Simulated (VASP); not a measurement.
Wanted: the native input for a VASP 6.6.1 run.

```
Task                   : single point
Functional             : PBE
Dispersion             : D3(BJ)
Potentials or basis    : VASP PAW PBE potentials, release 64 (In_d, As)
Cutoff                 : 520 eV
k mesh                 : 8 × 8 × 8
Occupations            : fermi-dirac, width 0.05 eV
Spin                   : no spin polarisation
Dipole correction      : no
Further INCAR settings : ALGO = Normal; EDIFF = 1e-06; NBANDS = 16
```

The structure of InAs lies in POSCAR:

```
InAs
1.0
    0.0000000000      2.8364913333      2.8364913333
    2.8364913333      0.0000000000      2.8364913333
    2.8364913333      2.8364913333      0.0000000000
In As
1 1
Direct
    0.5000000000      0.5000000000      0.5000000000
    0.0000000000      0.0000000000      0.0000000000
```

These files were run (other wordings do the same):

INCAR

```
ALGO = Normal
EDIFF = 1E-6
ENCUT = 520
GGA = PE
ISIF = 2
ISMEAR = -1
IVDW = 12
LASPH = True
LCHARG = False
LREAL = False
LWAVE = False
NBANDS = 16
NELM = 80
PREC = Accurate
SIGMA = 0.05
```

KPOINTS

```
k-points
0
Gamma
  8 8 8
```

Potentials or basis: VASP PAW PBE potentials, release 64 (In_d, As).

The run is started by

```sh
$ cat potpaw_PBE.64/In_d/POTCAR potpaw_PBE.64/As/POTCAR > POTCAR
$ mpirun -np 1 vasp_std > vasp.out
```

Results of the run:

- Pressure: 0.1 GPa
- Band gap on the k mesh: zero (band 9 reaches 6.77 eV, above the bottom of band 10 at 4.04 eV)
- Dispersion energy per atom: -0.394 eV

Caveat: spin-orbit coupling is left out, which moves the levels of the heavy elements; pairwise dispersion overbinds metals, which lowers pressure and volume.

Wall time 34 s on 1 thread of Intel Xeon 8259CL, on a shared host, peak memory 0.19 GiB.
